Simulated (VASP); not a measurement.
Input of a VASP 6.6.1 run:

INCAR

```
  ALGO = Fast
  EDIFF = 1E-6
  ENCUT = 520
  GGA = PS
  ISIF = 2
  ISMEAR = 0
  ISPIN = 2
  LASPH = True
  LCHARG = False
  LMAXMIX = 4
  LORBIT = 11
  LREAL = False
  LWAVE = False
  MAGMOM = 1.74
  NBANDS = 14
  NELM = 150
  PREC = Accurate
  SIGMA = 0.1
```

Contents of KPOINTS:

```
k-points
0
Gamma
  9 9 8
```

Contents of POSCAR:

```
Co
1.0
    2.4066096659      0.0000000000      0.0000000000
   -1.2033048329      2.0841851076      0.0000000000
    0.0000000000      0.0000000000      2.2556838931
Co
1
Direct
    0.0000000000      0.0000000000      0.0000000000
```

Potentials or basis: VASP PAW PBE potentials, release 64 (Co).

Run with:

```sh
$ cat potpaw_PBE.64/Co/POTCAR > POTCAR
$ mpirun -np 1 vasp_std > vasp.out
```

(1) Estimate the site moments.

(2) What does it give for the net moment?

## Answers

(1) Co +1.62 μB.

(2) 1.62 μB per cell.
